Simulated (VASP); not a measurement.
Write the native input for VASP 6.6.1 that does the following.

```
Task                   : single point
Functional             : PBEsol
Potentials or basis    : VASP PAW PBE potentials, release 64 (Pb_d, O)
Cutoff                 : 520 eV
k mesh                 : 6 × 6 × 8
Occupations            : fermi-dirac, width 0.05 eV
Spin                   : no spin polarisation
Dipole correction      : no
Further INCAR settings : ALGO = Normal; EDIFF = 1e-06; NBANDS = 35
```

The structure of PbO2 lies in POSCAR:

```
PbO2
1.0
    4.9980490863      0.0000000000      0.0000000000
    0.0000000000      4.9980490863      0.0000000000
    0.0000000000      0.0000000000      3.4109295515
Pb O
2 4
Direct
    0.5000000000      0.5000000000      0.5000000000
    0.0000000000      0.0000000000      0.0000000000
    0.6924262216      0.6924262216      0.0000000000
    0.8075737784      0.1924262216      0.5000000000
    0.1924262216      0.8075737784      0.5000000000
    0.3075737784      0.3075737784      0.0000000000
```

These files were run (other wordings do the same):

INCAR

```
SYSTEM = PbO2
PREC = Accurate
ENCUT = 520
EDIFF = 1E-6
ISMEAR = -1
SIGMA = 0.05
LREAL = .FALSE.
LASPH = .TRUE.
NELM = 60
ALGO = Normal
ISIF = 2
LWAVE = .FALSE.
LCHARG = .FALSE.
GGA = PS
NBANDS = 35
```

KPOINTS

```
regular mesh
0
G
  6 6 8
  0 0 0
```

Potentials or basis: VASP PAW PBE potentials, release 64 (Pb_d, O).

Launch:

```bash
$ cat potpaw_PBE.64/Pb_d/POTCAR potpaw_PBE.64/O/POTCAR > POTCAR
$ mpirun -np 1 vasp_std > vasp.out
```

Results of the run:

```yaml
Pressure: 0.2 GPa
Largest_force: 0.005 eV/Å
Band_gap_on_the_k_mesh: 0.06 eV (least direct gap 0.10 eV)
```

Caveat: the PAW data sets were made with another functional, which shifts forces and pressure a little; spin-orbit coupling is left out, which moves the levels of the heavy elements.

It took 4.1 min on 1 thread of AMD EPYC 7R43 64-Core Processor (Zen 3), on a shared host, peak memory 0.23 GiB.
